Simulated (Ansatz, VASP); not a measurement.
Two plane-wave programs on P

```
P
1.0
     4.01628    0.00000    0.00000
    -2.00814    3.47820    0.00000
     0.00000    0.00000    2.35052
P
2
Direct
  0.33333 0.66667 0.00000
  0.66667 0.33333 0.00000
```

Alike in both runs: task relaxation of cell and atoms; functional PBEsol; k mesh 18 × 18 × 24; occupations gaussian, width 0.1 eV; no spin polarisation.

|  | VASP | Ansatz |
| --- | --- | --- |
| version | VASP 6.6.1 | Ansatz 0.2.0 |
| potentials or method | VASP PAW PBE potentials, release 64 (P), cutoff 600 eV | scalar-relativistic, plane waves, PAW |
| valence electrons in the cell | 10 | 10 |

```tsv
	VASP	Ansatz	Ansatz less VASP
gap on the k mesh at the Fermi level, each at its own relaxed structure (eV)	none	none	-
relaxed volume (Å³/atom)	16.45	16.43	-0.025
relaxed length of the cell vector where the two differ most in proportion (Å)	2.322	2.320	-0.0017
```

VASP's potentials were made for PBE, not for PBEsol. A gap of «none» marks a metal or a gap that the smearing closes.
